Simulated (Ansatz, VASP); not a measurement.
**Si7Ge in VASP and in Ansatz**

```
Si Ge
1.0
     5.31463    0.00000    0.00000
     0.00000    5.31463    0.00000
     0.00000    0.00000    5.75946
Si Ge
7 1
Direct
  0.25260 0.25260 0.25260
  0.00000 0.50000 0.50000
  0.50000 0.50000 0.00000
  0.50000 0.00000 0.50000
  0.74740 0.25260 0.74740
  0.74740 0.74740 0.25260
  0.25260 0.74740 0.74740
  0.00000 0.00000 0.00000
```

Alike in both runs: task single point; functional PBEsol; k mesh 8 × 8 × 8; occupations gaussian, width 0.03 eV; no spin polarisation.

|  | VASP | Ansatz |
| --- | --- | --- |
| version | VASP 6.6.1 | Ansatz 0.2.0 |
| potentials or method | VASP PAW PBE potentials, release 64 (Si, Ge_d), cutoff 520 eV | scalar-relativistic, plane waves, PAW |
| valence electrons in the cell | 42 | 42 |

```tsv
	VASP	Ansatz	Ansatz less VASP
gap on the k mesh at the Fermi level (eV)	none	none	-
pressure (GPa)	-0.1	-0.2	-0.08
traceless stress, the component that is largest in VASP (GPa)	-5.57	-5.58	-0.007
rms of the force components (eV/Å)	0.010	0.011	+0.0014
```

VASP's potentials were made for PBE, not for PBEsol, and Ansatz warns of the same on its side. Atom by atom the forces differ by 0.003 eV/Å (rms over components). A gap of «none» marks a metal or a gap that the smearing closes.
